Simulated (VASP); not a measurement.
# Eu (P6_3/mmc) in VASP: single point with r2SCAN

Aim: the single point of Eu with r2SCAN.

Everything below comes from runs of VASP 6.6.1. Logs are shortened: lines on timing, memory, paths and dates and some standing lists are left out, and cuts for length are marked.

### Step 1. The cell of the first run

Symmetry: P6_3/mmc, No. 194, hexagonal system. The conventional cell has a = 3.982 Å, b = 3.982 Å, c = 6.278 Å, α = 90.00°, β = 90.00°, γ = 120.00°. Within 5.1 Å of Eu (site symmetry -6m2) lie 12 Eu at 3.89 to 3.98 Å.

### Step 2. Single point, r2SCAN, collinear spin, antiferromagnetic start

POSCAR reads:

```
Eu
1.0
    3.9815891438      0.0000000000      0.0000000000
   -1.9907945719      3.4481573459      0.0000000000
    0.0000000000      0.0000000000      6.2778108679
Eu
2
Direct
    0.3333333333      0.6666666667      0.7500000000
    0.6666666667      0.3333333333      0.2500000000
```

INCAR.step1 reads:

```
PREC     = Accurate       # precision mode
ENCUT    = 800            # plane-wave cutoff, eV
ISMEAR   = 0              # smearing method
SIGMA    = 0.05           # smearing width, eV
LREAL    = False          # projectors in reciprocal space
LASPH    = True           # aspherical terms in the spheres
NELM     = 200            # most SCF steps
ISPIN    = 2              # spin polarisation
MAGMOM   = 7 -7           # initial moments
LMAXMIX  = 6              # l up to which the mixer works
NBANDS   = 28             # bands
GGA      = PE             # functional
ALGO     = Normal         # electronic algorithm
EDIFF    = 1E-5           # SCF threshold, eV
LWAVE    = True           # write WAVECAR
LCHARG   = False          # write CHGCAR
GGA_COMPAT= False        
KPAR     = 4
```

INCAR.step2 reads:

```
PREC     = Accurate       # precision mode
ENCUT    = 800            # plane-wave cutoff, eV
EDIFF    = 1E-6           # SCF threshold, eV
ISMEAR   = 0              # smearing method
SIGMA    = 0.05           # smearing width, eV
LREAL    = False          # projectors in reciprocal space
LASPH    = True           # aspherical terms in the spheres
NELM     = 200            # most SCF steps
ALGO     = Normal         # electronic algorithm
ISIF     = 2              # what is computed and relaxed
LWAVE    = False          # write WAVECAR
LCHARG   = False          # write CHGCAR
ISPIN    = 2              # spin polarisation
MAGMOM   = 7 -7           # initial moments
LORBIT   = 11             # projections on sites
LMAXMIX  = 6              # l up to which the mixer works
METAGGA  = R2SCAN         # meta-GGA
LMIXTAU  = True         
NBANDS   = 28             # bands
ISTART   = 1            
GGA_COMPAT= False        
KPAR     = 4
```

KPOINTS reads:

```
Automatic mesh
0
Gamma
  12 12 8
```

Potentials or basis: VASP PAW PBE potentials, release 64 (Eu).

Started as:

```sh
cat potpaw_PBE.64/Eu/POTCAR > POTCAR
cp INCAR.step1 INCAR
mpirun -np 4 vasp_std > vasp.out
cp INCAR.step2 INCAR
mpirun -np 4 vasp_std > vasp.out
```

OUTCAR:

```text
PREC = Accurate
   ENCUT = 800
   EDIFF = 1E-6
   ISMEAR = 0
   LREAL = False
   LASPH = True
   NELM = 200
   ISIF = 2
   ISPIN = 2
   LORBIT = 11
   METAGGA = R2SCAN
   ISTART = 1

 ion  position               nearest neighbor table
   1  0.333  0.667  0.750-
   2  0.667  0.333  0.250-

  LATTYP: Found a hexagonal cell.
 ALAT       =     3.9815891438
 C/A-ratio  =     1.5767098616

  Lattice vectors:

 A1 = (   3.9815891438,   0.0000000000,   0.0000000000)
 A2 = (  -1.9907945719,   3.4481573459,   0.0000000000)
 A3 = (   0.0000000000,   0.0000000000,   6.2778108679)

Analysis of symmetry for initial positions (statically):
=====================================================================
 Subroutine PRICEL returns:
 Original cell was already a primitive cell.

 Routine SETGRP: Setting up the symmetry group for a
 hexagonal supercell.

 Subroutine GETGRP returns: Found 24 space group operations
 (whereof 12 operations were pure point group operations)
 out of a pool of 24 trial point group operations.

The static configuration has the point symmetry D_3d.
 The point group associated with its full space group is D_6h.

Analysis of symmetry for dynamics (positions and initial velocities):
=====================================================================
 Subroutine PRICEL returns:
 Original cell was already a primitive cell.

 Routine SETGRP: Setting up the symmetry group for a
 hexagonal supercell.

 Subroutine GETGRP returns: Found 24 space group operations
 (whereof 12 operations were pure point group operations)
 out of a pool of 24 trial point group operations.

The dynamic configuration has the point symmetry D_3d.
 The point group associated with its full space group is D_6h.

Analysis of structural, dynamic, and magnetic symmetry:
=====================================================================
 Subroutine PRICEL returns:
 Original cell was already a primitive cell.

 Routine SETGRP: Setting up the symmetry group for a
 hexagonal supercell.

 Subroutine GETGRP returns: Found 24 space group operations
 (whereof 12 operations were pure point group operations)
 out of a pool of 24 trial point group operations.

The overall configuration has the point symmetry D_3d.
 The point group associated with its full space group is D_6h.

 Subroutine INISYM returns: Found 24 space group operations
 (whereof 12 operations are pure point group operations),
 and found     1 'primitive' translations

----------------------------------------------------------------------------------------

                                     Primitive cell

  volume of cell :      86.1890

  direct lattice vectors                    reciprocal lattice vectors
     3.981589144  0.000000000  0.000000000     0.251155999  0.145004984  0.000000000
    -1.990794572  3.448157346  0.000000000     0.000000000  0.290009968  0.000000000
     0.000000000  0.000000000  6.277810868     0.000000000  0.000000000  0.159291196

  length of vectors
     3.981589144  3.981589144  6.277810868     0.290009968  0.290009968  0.159291196

  position of ions in fractional coordinates (direct lattice)
     0.333333333  0.666666667  0.750000000
     0.666666667  0.333333333  0.250000000

  ion indices of the primitive-cell ions
   primitive index   ion index
                 1           1
                 2           2

----------------------------------------------------------------------------------------

 KPOINTS: Automatic mesh

Automatic generation of k-mesh.
 Grid dimensions read from file:
 generate k-points for:   12   12    8

 Generating k-lattice:

  Cartesian coordinates                     Fractional coordinates (reciprocal lattice)
     0.020929667  0.012083749  0.000000000     0.083333333  0.000000000  0.000000000
     0.000000000  0.024167497  0.000000000     0.000000000  0.083333333  0.000000000
     0.000000000  0.000000000  0.019911399     0.000000000  0.000000000  0.125000000

  Length of vectors
     0.024167497  0.024167497  0.019911399

  Shift w.r.t. Gamma in fractional coordinates (k-lattice)
     0.000000000  0.000000000  0.000000000

 Subroutine IBZKPT returns following result:
 ===========================================

 Found     95 irreducible k-points:

 Following reciprocal coordinates:
            Coordinates               Weight
  0.000000  0.000000  0.000000      1.000000
  0.083333  0.000000  0.000000      6.000000
  0.166667 -0.000000  0.000000      6.000000
  0.250000  0.000000  0.000000      6.000000
  0.333333 -0.000000  0.000000      6.000000
  0.416667  0.000000  0.000000      6.000000
[... 16 lines left out ...]
  0.250000  0.000000  0.125000     12.000000
  0.333333 -0.000000  0.125000     12.000000
 [... further k-points ...]
   k-points           NKPTS =     95   k-points in BZ     NKDIM =     95   number of bands    NBANDS=     28
   number of dos      NEDOS =    301   number of ions     NIONS =      2
   total plane-waves  NPLWV =  96000
   dimension x,y,z NGX =    40 NGY =   40 NGZ =   60
   dimension x,y,z NGXF=    80 NGYF=   80 NGZF=  120
   ions per type =               2
   NGX,Y,Z   is equivalent  to a cutoff of  16.70, 16.70, 15.89 a.u.
   NGXF,Y,Z  is equivalent  to a cutoff of  33.40, 33.40, 31.78 a.u.
 SYSTEM =  unknown system
   PREC   = accura    normal or accurate (medium, high low for compatibility)
   ISTART =      1    job   : 0-new  1-cont  2-samecut
   ICHARG =      0    charge: 1-file 2-atom 10-const
   ISPIN  =      2    spin polarized calculation?
   LNONCOLLINEAR =      F non collinear calculations
   LSORBIT =      F    spin-orbit coupling
   LASPH  =      T    aspherical Exc in radial PAW
   ENCUT  =  800.0 eV  58.80 Ry    7.67 a.u.   9.18  9.18 14.48*2*pi/ulx,y,z
   NELM   =    200;   NELMIN=  2; NELMDL=  0     # of ELM steps
   EDIFF  = 0.1E-05   stopping-criterion for ELM
   LREAL  =      F    real-space projection
   EDIFFG = 0.1E-04   stopping-criterion for IOM
   NSW    =      0    number of steps for IOM
   IBRION =     -1    ionic relax: 0-MD 1-quasi-New 2-CG
   NFREE  =      0    steps in history (QN), initial steepest desc. (CG)
   ISIF   =      2    stress and relaxation
   ISYM   =      2    0-nonsym 1-usesym 2-fastsym
   POTIM  = 0.5000    time-step for ionic-motion
   TEBEG  =    0.0;   TEEND  =   0.0 temperature during run
   PSTRESS=    0.0 pullay stress
   NELECT =      34.0000    total number of electrons
   NUPDOWN=      -1.0000    fix difference up-down
   EMIN   =  10.00;   EMAX   =-10.00  energy-range for DOS
   EFERMI =   0.00;   METHOD = LEGACY
   ISMEAR =     0;   SIGMA  =   0.05  broadening in eV -4-tet -1-fermi 0-gaus
   EFERMI_NEDOS =   21; number of points for ismear=-14 and -15
   IALGO  =     38    algorithm
   IMIX   =      4    mixing-type and parameters
     AMIX     =   0.40;   BMIX     =  1.00
     AMIX_MAG =   1.60;   BMIX_MAG =  1.00
  volume/ion in A,a.u.               =      43.09       290.82
  Fermi-wavevector in a.u.,A,eV,Ry     =   1.200652  2.268904 19.613692  1.441566
  Thomas-Fermi vector in A             =   2.336482
   LORBIT       =     11    0 simple, 1 ext, 2 COOP (PROOUT), +10 PAW based schemes
   METAGGA = R2SCAN    functional components
   LHFCALC =     F    Hartree Fock is set to
   AEXX    =    0.0000 exact exchange contribution
   IVDW    =     0    specifies the selected vdW correction
   LEPSILON=     F    determine dielectric tensor
   LRPA    =     F    only Hartree local field effects (RPA)
 spin polarized calculation
 Gauss-broadening in eV      SIGMA  =   0.05
  energy-cutoff  :      800.00
  volume of cell :       86.19
 maximum number of plane-waves:      4458
 NGX is ok and might be reduce to    40
   NGX = 19   NGY = 19   NGZ = 29

 number of electron      33.9999998 magnetization      -0.0000000

 number of electron      33.9999998 magnetization       0.0000000

 Free energy of the ion-electron system (eV)
  ---------------------------------------------------
  ext. energy  EPLUGINS =         0.00000000
  ---------------------------------------------------
  free energy    TOTEN  =       -79.24791392 eV

  energy without entropy =      -79.24345126  energy(sigma->0) =      -79.24568259

 E-fermi :   1.9374     XC(G=0):  -9.1849

 val. band max:        1.9321286274   @ k =   0.2500   0.0833   0.1250
 cond. band min:       1.9437625721   @ k =   0.3333   0.0833   0.0000
 fundamental gap:      0.0116339447
 Fermi energy:         1.9373770781

 spin component 1

 k-point     1 :       0.0000    0.0000    0.0000
  band No.  band energies     occupation
      1     -41.0787      1.00000
      2     -37.3510      1.00000
      3     -19.2725      1.00000
      4     -19.1104      1.00000
      5     -19.1104      1.00000
      6     -16.6324      1.00000
[... 20 lines left out ...]
     27       7.4613      0.00000
     28       7.6296      0.00000
[... 683 lines left out ...]
 k-point    24 :       0.3333   -0.0000    0.1250
  band No.  band energies     occupation
      1     -41.0649      1.00000
      2     -37.3342      1.00000
      3     -19.3373      1.00000
      4     -19.2251      1.00000
      5     -19.1630      1.00000
      6     -16.7040      1.00000
[... 20 lines left out ...]
     27       7.8407      0.00000
     28       7.9167      0.00000

 [... further k-points ...]

 spin component 2

 k-point     1 :       0.0000    0.0000    0.0000
  band No.  band energies     occupation
      1     -41.0787      1.00000
      2     -37.3510      1.00000
      3     -19.2725      1.00000
      4     -19.1104      1.00000
      5     -19.1104      1.00000
      6     -16.6324      1.00000
[... 20 lines left out ...]
     27       7.4617      0.00000
     28       7.6298      0.00000
[... 683 lines left out ...]
 k-point    24 :       0.3333   -0.0000    0.1250
  band No.  band energies     occupation
      1     -41.0649      1.00000
      2     -37.3342      1.00000
      3     -19.3373      1.00000
      4     -19.2251      1.00000
      5     -19.1630      1.00000
      6     -16.7040      1.00000
[... 20 lines left out ...]
     27       7.8362      0.00000
     28       7.9061      0.00000

 [... further k-points ...]

------------------------ aborting loop because EDIFF is reached ----------------------------------------

  FORCE on cell =-STRESS in cart. coord.  units (eV):
  Direction    XX          YY          ZZ          XY          YZ          ZX
  --------------------------------------------------------------------------------------
  -------------------------------------------------------------------------------------
  Total       -0.5552116     -0.5552116      1.4047043      0.0000000      0.0000000      0.0000000
  in kB      -10.3208949    -10.3208949     26.1122168      0.0000000      0.0000000      0.0000000
  external PRESSURE =       1.8234757 kB  Pullay stress =       0.0000000 kB

 VOLUME and BASIS-vectors are now :
 -----------------------------------------------------------------------------
  energy-cutoff  :      800.00
  volume of cell :       86.19
      direct lattice vectors                 reciprocal lattice vectors
     3.981589144  0.000000000  0.000000000     0.251155999  0.145004984  0.000000000
    -1.990794572  3.448157346  0.000000000     0.000000000  0.290009968  0.000000000
     0.000000000  0.000000000  6.277810868     0.000000000  0.000000000  0.159291196

 POSITION                                       TOTAL-FORCE (eV/Angst)
 -----------------------------------------------------------------------------------
     -0.00000      2.29877      4.70836        -0.000000      0.000000      0.000000
      1.99079      1.14939      1.56945         0.000000      0.000000     -0.000000
 -----------------------------------------------------------------------------------
    total drift:                               -0.000000      0.000000     -0.000000

  FREE ENERGIE OF THE ION-ELECTRON SYSTEM (eV)
  ---------------------------------------------------
  free  energy   TOTEN  =       -79.2479139176 eV

  energy  without entropy=      -79.2434512635  energy(sigma->0) =      -79.24568259

 total charge

# of ion       s       p       d       f       tot
--------------------------------------------------
    1        2.084   5.761   0.276   6.672  14.793
    2        2.084   5.761   0.276   6.672  14.793
--------------------------------------------------
tot          4.168  11.521   0.553  13.343  29.586

 magnetization (x)

# of ion       s       p       d       f       tot
--------------------------------------------------
    1       -0.009  -0.164   0.139   6.668   6.634
    2        0.009   0.164  -0.139  -6.668  -6.634
--------------------------------------------------
tot          0.000   0.000   0.000   0.000   0.000
```

Run time: 17 min. Hardware: 4 MPI ranks of Intel Xeon 6975P-C (Granite Rapids), shared host; peak memory 0.9 GiB.

Results:

* Free energy: -79.2479 eV
* Pressure: 0.2 GPa
* Band gap on the k mesh: zero (filled and empty bands overlap)
* Net moment: 0.00 μB per cell
* Site moments: Eu +6.63, -6.63 μB
* Valence electrons inside the program's atomic spheres: Eu 14.79

Levels at points of the mesh, in eV from the Fermi level:
Spin up:
| k point | band 14 | band 15 | band 16 | band 17 | band 18 | band 19 | band 20 | band 21 |
| --- | --- | --- | --- | --- | --- | --- | --- | --- |
| (0.00, 0.00, 0.00) | -0.45 | -0.45 | -0.40 | -0.40 | 1.18 | 2.09 | 2.09 | 2.89 |
| (0.50, 0.00, 0.00) | -0.41 | -0.39 | -0.36 | -0.22 | -0.19 | 0.65 | 2.10 | 2.20 |
| (0.00, 0.00, 0.50) | -0.45 | -0.45 | -0.40 | -0.40 | 1.52 | 1.91 | 1.96 | 1.96 |
| (0.50, 0.00, 0.50) | -0.42 | -0.39 | -0.37 | -0.35 | 0.28 | 1.47 | 1.53 | 2.31 |
Spin down:
```
           k point  band 13  band 14  band 15  band 16  band 17  band 18  band 19  band 20  band 21  band 22
(0.00, 0.00, 0.00)    -0.46    -0.45    -0.45    -0.40    -0.40     1.18     2.09     2.09     2.89     3.44
(0.50, 0.00, 0.00)    -0.45    -0.41    -0.39    -0.36    -0.22    -0.19     0.65     2.10     2.20     2.82
(0.00, 0.00, 0.50)    -0.46    -0.45    -0.45    -0.40    -0.40     1.52     1.91     1.96     1.96     2.86
(0.50, 0.00, 0.50)    -0.47    -0.42    -0.39    -0.37    -0.35     0.28     1.47     1.53     2.31     2.95
```

Caveat: the PAW data sets were made with another functional, which shifts forces and pressure a little; spin-orbit coupling is left out, which moves the levels of the heavy elements. The state reached can hang on the start; a lower one may exist.
